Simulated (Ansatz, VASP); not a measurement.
## CeO2: VASP beside Ansatz

```
Ce O
1.0
     0.00000    2.71761    2.71761
     2.71761    0.00000    2.71761
     2.71761    2.71761    0.00000
Ce O
1 2
Direct
  0.00000 0.00000 0.00000
  0.25000 0.25000 0.25000
  0.75000 0.75000 0.75000
```

Alike in both runs: task single point; functional revPBE; dispersion D4; k mesh 8 × 8 × 8; occupations gaussian, width 0.05 eV; no spin polarisation.

```csv
,VASP,Ansatz
version,VASP 6.6.1,Ansatz 0.2.0
potentials or method,"VASP PAW PBE potentials, release 64 (Ce, O), cutoff 520 eV","scalar-relativistic, plane waves, PAW"
valence electrons in the cell,24,24
```

Ansatz gave:

| Property | Result |
| --- | --- |
| gap on the k mesh at the Fermi level (eV) | 1.96 |
| least direct gap on the mesh (eV) | 2.06 |
| pressure (GPa) | -0.4 |

Question: What did VASP give for the same quantities?

Answer: gap on the k mesh at the Fermi level (eV): 1.92; least direct gap on the mesh (eV): 2.02; pressure (GPa): -0.5.

VASP's potentials were made for PBE, not for revPBE.

Neither program's run includes spin-orbit coupling.
